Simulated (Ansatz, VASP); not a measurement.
## Two plane-wave programs on SbMo

The input INCAR:

```
PREC     = Accurate       # precision mode
ENCUT    = 520            # plane-wave cutoff, eV
EDIFF    = 1E-7           # SCF threshold, eV
ISMEAR   = -1             # smearing method
SIGMA    = 0.1            # smearing width, eV
LREAL    = F              # projectors in reciprocal space
LASPH    = T              # aspherical terms in the spheres
NELM     = 100            # most SCF steps
ALGO     = Normal         # electronic algorithm
ISIF     = 2              # what is computed and relaxed
LWAVE    = F              # write WAVECAR
LCHARG   = T              # write CHGCAR
LELF     = T              # ELF
LVHAR    = T            
NBANDS   = 16             # bands
```

File KPOINTS:

```
Automatic mesh
0
Gamma
  13 13 13
```

File POSCAR:

```
SbMo
1.0
    0.0000000000      2.7088845096      2.7088845096
    2.7088845096      0.0000000000      2.7088845096
    2.7088845096      2.7088845096      0.0000000000
Mo Sb
1 1
Direct
    0.0000000000      0.0000000000      0.0000000000
    0.5000000000      0.5000000000      0.5000000000
```

Input for Ansatz:

```yaml
crystal:
  lattice:
    - [0.0, 2.7088845096, 2.7088845096]
    - [2.7088845096, 0.0, 2.7088845096]
    - [2.7088845096, 2.7088845096, 0.0]
  atoms:
    - { symbol: Mo, position: [0.0, 0.0, 0.0] }
    - { symbol: Sb, position: [0.5, 0.5, 0.5] }
kpoints:
  mp_grid: { grid: [13, 13, 13] }
  band_path:
    path:
      - [0.0, 0.0, 0.0]
      - [0.5, 0.0, 0.5]
      - [0.625, 0.25, 0.625]
      - [0.375, 0.375, 0.75]
      - [0.0, 0.0, 0.0]
      - [0.5, 0.5, 0.5]
      - [0.5, 0.25, 0.75]
      - [0.5, 0.0, 0.5]
    npoints: 8
scf:
  occupations: { method: fermi_dirac, width: 0.1 }
hamiltonian:
  xc: lda
  pseudopotentials: { kind: paw }
output:
  forces: true
  stress: true
  eigenvalues: true
  populations: true
  dos: { projected: true, de: 0.2, e_range: [-14, 8] }
  write_density: true
  write_potential: true
  elf: true
  volumetric_format: npy
```

Change from the starting cell: volume scaled by 1, PAW files.

Alike in both runs: task single point; functional LDA; k mesh 13 × 13 × 13; occupations fermi-dirac, width 0.1 eV; no spin polarisation.

|  | VASP | Ansatz |
| --- | --- | --- |
| version | VASP 6.6.1 | Ansatz 0.2.0 |
| potentials or method | VASP PAW LDA potentials, release 64 (Mo_sv, Sb) | PAW with Ansatz's default frozen-core files, scalar-relativistic |
| plane-wave cutoff (eV) | 520 | 420 |
| valence electrons in the cell | 19 | 29 |

Ansatz gave:

| Property | Result |
| --- | --- |
| pressure (GPa) | 0.0 |

Question: Which values does VASP return?

Answer: Pressure (GPa): 0.4.

LDA's correlation is that of Perdew and Zunger in VASP and of Perdew and Wang (1992) in Ansatz. VASP's potentials hold 19 valence electrons a cell and Ansatz's 29, so a difference there can come from the potentials and not from the codes.

Neither program's run includes spin-orbit coupling.
